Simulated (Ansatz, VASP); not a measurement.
**FeSi in VASP and in Ansatz**

INCAR

```
SYSTEM = FeSi
PREC = Accurate ; ENCUT = 600
EDIFF = 1E-6 ; ISMEAR = -1
SIGMA = 0.1 ; LREAL = .FALSE.
LASPH = .TRUE. ; NELM = 200
ALGO = Normal ; ISIF = 2
LWAVE = .FALSE. ; LCHARG = .FALSE.
ISPIN = 2 ; MAGMOM = 1.04 -0.03
LORBIT = 11 ; LMAXMIX = 4
GGA = PE ; NBANDS = 17
GGA_COMPAT = .FALSE.
```

Contents of KPOINTS:

```
regular mesh
0
G
  6 6 6
  0 0 0
```

POSCAR

```
FeSi
1.0
    0.0000000000      2.2750000000      2.2750000000
    2.2750000000      0.0000000000      2.2750000000
    2.2750000000      2.2750000000      0.0000000000
Fe Si
1 1
Direct
    0.0000000000      0.0000000000      0.0000000000
    0.5000000000      0.5000000000      0.5000000000
```

Input for Ansatz:

```yaml
crystal:
  lattice:
    - [0, 2.275, 2.275]
    - [2.275, 0, 2.275]
    - [2.275, 2.275, 0]
  atoms:
    - { symbol: Fe, position: [0, 0, 0] }
    - { symbol: Si, position: [0.5, 0.5, 0.5] }
hamiltonian:
  xc: pbe
  pseudopotentials: { kind: paw, source: ansatz }
magnetization:
  spin_polarized: true
kpoints:
  mp_grid: { grid: [6, 6, 6], shift: [0, 0, 0] }
scf:
  occupations: { method: fermi_dirac }
```

Alike in both runs: task single point; functional PBE; k mesh 6 × 6 × 6; collinear spin.

|  | VASP | Ansatz |
| --- | --- | --- |
| version | VASP 6.6.1 | Ansatz 0.2 development build |
| potentials or method | VASP PAW PBE potentials, release 64 (Fe, Si) | PAW hard, scalar-relativistic |
| plane-wave cutoff (eV) | 600 | 844 |
| occupations | fermi-dirac, width 0.1 eV | fermi-dirac |

```csv
,VASP,Ansatz,Ansatz less VASP
net moment per atom (μB),0.45,0.47,+0.024
size of the moment on the site where the two differ most (μB),0.94,0.95,+0.008
```

Site moments also hang on the region over which each program counts them. Ansatz's warnings: negative dielectric reading, published levels not confirmed.

The k mesh is coarse, so the values compare programs but aren't converged.
